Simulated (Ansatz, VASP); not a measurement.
Al: VASP beside Ansatz

```
Al
1.0
     2.88957    0.00000    0.00000
    -1.44478    2.50244    0.00000
     0.00000    0.00000    9.24105
Al
4
Cartesian
  -0.1246 0.0000 0.0000
  0.0000 1.6683 2.3103
  0.1246 0.0000 4.6205
  1.4448 0.8341 6.9308
```

Change from the starting cell: mode 4 frozen in at -0.121 Å, equal normal strain along x and y +0.0267.

Alike in both runs: task single point; functional PBE; dispersion D3(BJ); k mesh 18 × 18 × 4; occupations gaussian, width 0.15 eV; no spin polarisation.

|  | VASP | Ansatz |
| --- | --- | --- |
| version | VASP 6.6.1 | Ansatz 0.2.0 |
| potentials or method | VASP PAW PBE potentials, release 64 (Al), cutoff 520 eV | scalar-relativistic, plane waves, PAW |
| valence electrons in the cell | 12 | 12 |

|  | VASP | Ansatz | Ansatz less VASP |
| --- | --- | --- | --- |
| gap on the k mesh at the Fermi level (eV) | none | none | - |
| pressure (GPa) | -3.9 | -3.9 | +0.01 |
| traceless stress, the component that is largest in VASP (GPa) | 1.55 | 1.55 | -0.002 |
| rms of the force components (eV/Å) | 0.037 | 0.038 | +0.0003 |

Atom by atom the forces differ by 0.000 eV/Å (rms over components). A gap of «none» marks a metal or a gap that the smearing closes.
